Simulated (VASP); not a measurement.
Write the native input for VASP 6.6.1 that does the following.

```yaml
Task: single point
Functional: PBEsol
Potentials_or_basis: VASP PAW PBE potentials, release 64 (Ni, O)
Cutoff: 520 eV
k_mesh: 12 × 12 × 6
Occupations: gaussian, width 0.05 eV
Spin: no spin polarisation
Dipole_correction: no
Further_INCAR_settings: ALGO = Normal; EDIFF = 1e-06; NBANDS = 18
```

The structure of NiO2 lies in POSCAR:

```
NiO2
1.0
    2.6203390588      0.0000000000      0.0000000000
   -1.3101695294      2.2692801914      0.0000000000
    0.0000000000      0.0000000000      5.5094805967
Ni O
1 2
Direct
    0.0000000000      0.0000000000      0.5000000000
    0.6666666667      0.3333333333      0.6912080179
    0.3333333333      0.6666666667      0.3087919821
```

This cell differs from its parent crystal: ratio of the length along z to the lengths across it x 1.2, volume and fractional coordinates fixed.

One way to write it, as run:

INCAR

```
SYSTEM = NiO2
  ALGO = Normal
  EDIFF = 1E-6
  ENCUT = 520
  GGA = PS
  ISIF = 2
  ISMEAR = 0
  LASPH = .True.
  LCHARG = .False.
  LREAL = .False.
  LWAVE = .False.
  NBANDS = 18
  NELM = 60
  PREC = Accurate
  SIGMA = 0.05
```

KPOINTS

```
k-points
0
Gamma
  12 12 6
  0 0 0
```

Potentials or basis: VASP PAW PBE potentials, release 64 (Ni, O).

The run is started by

```sh
$ cat potpaw_PBE.64/Ni/POTCAR potpaw_PBE.64/O/POTCAR > POTCAR
$ mpirun -np 1 vasp_std > vasp.out
```

Results of the run:

| Property | Result |
| --- | --- |
| Pressure | 10.9 GPa |
| Largest force | 0.702 eV/Å |
| Band gap on the k mesh | 1.37 eV, indirect (least direct gap 1.45 eV) |

Caveat: the PAW data sets were made with another functional, which shifts forces and pressure a little.

It took 24 s on 1 thread of Intel(R) Xeon(R) 6975P-C (Granite Rapids), with other jobs on the host, peak memory 0.18 GiB.
